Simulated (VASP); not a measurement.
Runs of VASP 6.6.1 on B2W. The structure is that of space group P6/mmm (No. 191), or close to it. The cells are those of the table. 

```csv
task,cell,gap on the mesh (eV),pressure (GPa)
electric field gradients,"a = 3.020, b = 3.020, c = 3.050 Å, angles 90.0, 90.0, 120.0°, 3 atoms",none,24.3
single point,"a = 2.979, b = 2.979, c = 3.009 Å, angles 90.0, 90.0, 120.0°, 3 atoms",none,44.4
single point,"a = 3.079, b = 3.079, c = 3.110 Å, angles 90.0, 90.0, 120.0°, 3 atoms",none,(b)
single point,"a = 3.010, b = 3.010, c = 3.040 Å, angles 90.0, 90.0, 120.0°, 3 atoms",none,29.0
single point,"a = 3.020, b = 3.020, c = 3.080 Å, angles 90.0, 90.0, 120.0°, 3 atoms",none,(a)
electric field gradients,"a = 2.979, b = 2.979, c = 3.009 Å, angles 90.0, 90.0, 120.0°, 3 atoms",none,44.4
single point,"a = 3.020, b = 3.020, c = 3.111 Å, angles 90.0, 90.0, 120.0°, 3 atoms",none,15.7
```

Alike in all rows: level LDA; potentials or basis VASP PAW LDA potentials, release 64 (B, W_sv); no spin polarisation; k mesh 14 × 14 × 12; cutoff (eV) 520; smearing fermi-dirac 0.05 eV.

**Question.** Estimate the missing entries.

**Answer.** (a) 19.9; (b) 0.6.

Caveats: spin-orbit coupling is left out, which moves the levels of the heavy elements; the cell stands under pressure (at least some runs).

A k mesh can miss the band edges, and the runs leave out spin-orbit coupling on W.

A gap of «none» marks levels without a gap at the run's occupations.
